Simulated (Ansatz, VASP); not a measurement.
## Two plane-wave programs on MgH2

File INCAR:

```
SYSTEM = MgH2
PREC = Accurate
ENCUT = 520
EDIFF = 1E-6
ISMEAR = 0
SIGMA = 0.05
LREAL = .False.
LASPH = .True.
NELM = 80
ALGO = Normal
ISIF = 2
LWAVE = .False.
LCHARG = .True.
GGA = PE
LELF = .True.
LVHAR = .True.
NBANDS = 9
```

Contents of KPOINTS:

```
Automatic mesh
0
Gamma
  10 10 10
  0 0 0
```

POSCAR

```
MgH2
1.0
    0.0000000000      2.3810671667      2.3810671667
    2.3810671667      0.0000000000      2.3810671667
    2.3810671667      2.3810671667      0.0000000000
Mg H
1 2
Direct
    0.0000000000      0.0000000000      0.0000000000
    0.2500000000      0.2500000000      0.2500000000
    0.7500000000      0.7500000000      0.7500000000
```

Contents of input.yaml:

```yaml
crystal:
  lattice:
    - [0.0, 2.3810671667, 2.3810671667]
    - [2.3810671667, 0.0, 2.3810671667]
    - [2.3810671667, 2.3810671667, 0.0]
  atoms:
    - { symbol: Mg, position: [0.0, 0.0, 0.0] }
    - { symbol: H, position: [0.25, 0.25, 0.25] }
    - { symbol: H, position: [0.75, 0.75, 0.75] }
hamiltonian:
  xc: pbe
  pseudopotentials: { kind: paw }
kpoints:
  mp_grid: { grid: [10, 10, 10] }
scf:
  occupations: { method: gaussian, width: 0.05 }
output:
  forces: true
  stress: true
  eigenvalues: true
  write_density: true
  write_potential: true
  elf: true
  volumetric_format: npy
```

Alike in both runs: task single point; functional PBE; k mesh 10 × 10 × 10; occupations gaussian, width 0.05 eV; no spin polarisation.

```csv
,VASP,Ansatz
version,VASP 6.6.1,Ansatz 0.2.0
potentials or method,"VASP PAW PBE potentials, release 64 (Mg, H)",Ansatz PAW
plane-wave cutoff (eV),520,420
valence electrons in the cell,4,12
```

|  | VASP | Ansatz | Ansatz less VASP |
| --- | --- | --- | --- |
| gap on the k mesh at the Fermi level (eV) | none | none | - |
| pressure (GPa) | -0.5 | -0.1 | +0.39 |

A gap of «none» marks a metal or a gap that the smearing closes. VASP's potentials hold 4 valence electrons a cell and Ansatz's 12, so a difference there can come from the potentials and not from the codes.
